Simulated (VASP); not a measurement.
A run of VASP 6.6.1:

Contents of INCAR:

```
ALGO = Normal
EDIFF = 1E-6
ENCUT = 520
GGA = PE
ISIF = 2
ISMEAR = 0
LASPH = T
LCHARG = F
LREAL = F
LWAVE = F
NBANDS = 46
NELM = 60
PREC = Accurate
SIGMA = 0.1
```

Contents of KPOINTS:

```
k-points
0
Gamma
  4 4 4
```

The input POSCAR:

```
GaN
1.0
   -3.5402888700      3.5402888700      2.5033604200
    3.5402888700     -3.5402888700      2.5033604200
    3.5402888700      3.5402888700     -2.5033604200
Ga N
4 4
Direct
    0.2500001200      0.1250000000      0.6250001200
    0.4999998800      0.6250000000      0.3749998800
    0.8750000000      0.5000001200      0.1250001200
    0.3750000000      0.7499998800      0.8749998800
    0.8750000000      0.7499998800      0.3749998800
    0.3750000000      0.5000001200      0.6250001200
    0.2500001200      0.6250000000      0.1250001200
    0.4999998800      0.1250000000      0.8749998800
```

Potentials or basis: VASP PAW PBE potentials, release 64 (Ga_d, N).

Command:

```sh
$ cat potpaw_PBE.64/Ga_d/POTCAR potpaw_PBE.64/N/POTCAR > POTCAR
$ mpirun -np 1 vasp_std > vasp.out
```

Hardware: 1 thread of Intel(R) Xeon(R) 6975P-C (Granite Rapids), on a shared host.

Question: How long does it take, and how much memory?

Answer: It took 53 s on 1 thread of Intel(R) Xeon(R) 6975P-C (Granite Rapids) (shared host), peak memory 0.27 GiB. Counts: scf iterations 16, k points 13.
